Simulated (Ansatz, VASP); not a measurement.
**NbCd3: VASP beside Ansatz**

The input INCAR:

```
PREC     = Accurate       # precision mode
ENCUT    = 520            # plane-wave cutoff, eV
EDIFF    = 1E-6           # SCF threshold, eV
ISMEAR   = -1             # smearing method
SIGMA    = 0.08           # smearing width, eV
LREAL    = False          # projectors in reciprocal space
LASPH    = True           # aspherical terms in the spheres
NELM     = 100            # most SCF steps
ALGO     = Normal         # electronic algorithm
ISIF     = 2              # what is computed and relaxed
LWAVE    = False          # write WAVECAR
LCHARG   = False          # write CHGCAR
GGA      = CA             # functional
NBANDS   = 32             # bands
```

Contents of KPOINTS:

```
Automatic mesh
0
Gamma
  9 9 9
```

The input POSCAR:

```
NbCd3
1.0
    4.2993000000      0.0000000000      0.0000000000
    0.0000000000      4.2993000000      0.0000000000
    0.0000000000      0.0000000000      4.2150000000
Nb Cd
1 3
Direct
    0.0000000000      0.0000000000      0.0000000000
    0.0000000000      0.5000000000      0.5000000000
    0.5000000000      0.0000000000      0.5000000000
    0.5000000000      0.5000000000      0.0000000000
```

Input for Ansatz:

```yaml
crystal:
  lattice:
    - [4.2993, 0.0, 0.0]
    - [0.0, 4.2993, 0.0]
    - [0.0, 0.0, 4.215]
  atoms:
    - { symbol: Nb, position: [0.0, 0.0, 0.0] }
    - { symbol: Cd, position: [0.0, 0.5, 0.5] }
    - { symbol: Cd, position: [0.5, 0.0, 0.5] }
    - { symbol: Cd, position: [0.5, 0.5, 0.0] }
kpoints:
  mp_grid: { grid: [9, 9, 9] }
  band_path:
    path:
      - [0.0, 0.0, 0.0]
      - [0.0, 0.5, 0.0]
      - [0.5, 0.5, 0.0]
      - [0.0, 0.0, 0.0]
      - [0.0, 0.0, 0.5]
      - [0.0, 0.5, 0.5]
      - [0.5, 0.5, 0.5]
      - [0.0, 0.0, 0.5]
      - [0.0, 0.5, 0.0]
    npoints: 5
scf:
  occupations: { method: fermi_dirac, width: 0.08 }
hamiltonian:
  xc: lda
  pseudopotentials: { kind: all_electron, lapw: { basis_error: 0.0005 } }
output:
  forces: true
  stress: true
  eigenvalues: true
```

Change from the starting cell: equal xx and yy strain of +2 %.

Alike in both runs: task single point; functional LDA; k mesh 9 × 9 × 9; occupations fermi-dirac, width 0.08 eV; no spin polarisation.

```csv
,VASP,Ansatz
version,VASP 6.6.1,Ansatz 0.2.0
potentials or method,"VASP PAW LDA potentials, release 64 (Nb_sv, Cd), cutoff 520 eV","all-electron LAPW, scalar-relativistic"
```

```csv
,VASP,Ansatz,Ansatz less VASP
pressure (GPa),-5.8,-6.5,-0.68
"traceless stress, the component that is largest in VASP (GPa)",0.84,0.83,-0.010
```

LDA's correlation is that of Perdew and Zunger in VASP and of Perdew and Wang (1992) in Ansatz. Ansatz ran all-electron here, and VASP with PAW potentials.
